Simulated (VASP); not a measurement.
Wanted: the native input for a VASP 6.6.1 run.

| Item | Value |
| --- | --- |
| Task | single point |
| Functional | r2SCAN |
| Potentials or basis | VASP PAW PBE potentials, release 64 (Hf_pv, O) |
| Cutoff | 520 eV |
| k mesh | 8 × 8 × 8 |
| Occupations | gaussian, width 0.05 eV |
| Spin | no spin polarisation |
| Dipole correction | no |
| Further INCAR settings | ALGO = Normal; EDIFF = 1e-06; NBANDS = 18 |

The system is HfO2.

```
CELL_PARAMETERS angstrom
0.00000 2.55750 2.55750
2.55750 0.00000 2.55750
2.55750 2.55750 0.00000
ATOMIC_POSITIONS crystal
Hf 0.00000 0.00000 0.00000
O 0.26693 0.26693 0.26693
O 0.73307 0.73307 0.73307
```

This cell differs from its parent crystal: atoms displaced along a vibrational mode.

The input as run:

POSCAR

```
HfO2
1.0
    0.0000000000      2.5575000000      2.5575000000
    2.5575000000      0.0000000000      2.5575000000
    2.5575000000      2.5575000000      0.0000000000
Hf O
1 2
Direct
    0.0000000000      0.0000000000      0.0000000000
    0.2669310929      0.2669310929      0.2669310929
    0.7330689071      0.7330689071      0.7330689071
```

INCAR.step1

```
PREC = Accurate ; ENCUT = 520
ISMEAR = 0 ; SIGMA = 0.05
LREAL = False ; LASPH = True
NELM = 60 ; NBANDS = 18
GGA = PE ; ALGO = Normal
EDIFF = 1E-4 ; LWAVE = True
LCHARG = False
```

INCAR.step2

```
PREC = Accurate ; ENCUT = 520
EDIFF = 1E-6 ; ISMEAR = 0
SIGMA = 0.05 ; LREAL = False
LASPH = True ; NELM = 60
ALGO = Normal ; ISIF = 2
LWAVE = False ; LCHARG = False
METAGGA = R2SCAN ; LMIXTAU = True
NBANDS = 18 ; ISTART = 1
```

KPOINTS

```
Automatic mesh
0
Gamma
  8 8 8
```

Potentials or basis: VASP PAW PBE potentials, release 64 (Hf_pv, O).

Launch:

```sh
$ cat potpaw_PBE.64/Hf_pv/POTCAR potpaw_PBE.64/O/POTCAR > POTCAR
$ cp INCAR.step1 INCAR
$ mpirun -np 1 vasp_std > vasp.out
$ cp INCAR.step2 INCAR
$ mpirun -np 1 vasp_std > vasp.out
```

It gave:

```
Pressure               : -7.9 GPa
Largest force          : 2.312 eV/Å
Band gap on the k mesh : 4.25 eV (least direct gap 4.35 eV)
```

Caveat: the cell differs from its parent crystal (atoms displaced along a vibrational mode); the cell stands under tension; the PAW data sets were made with another functional, which shifts forces and pressure a little; spin-orbit coupling is left out, which moves the levels of the heavy elements.

Run time: 110 s on 1 thread of AMD EPYC 9R45 96-Core Processor (Zen 5), with other jobs on the host, peak memory 0.16 GiB.
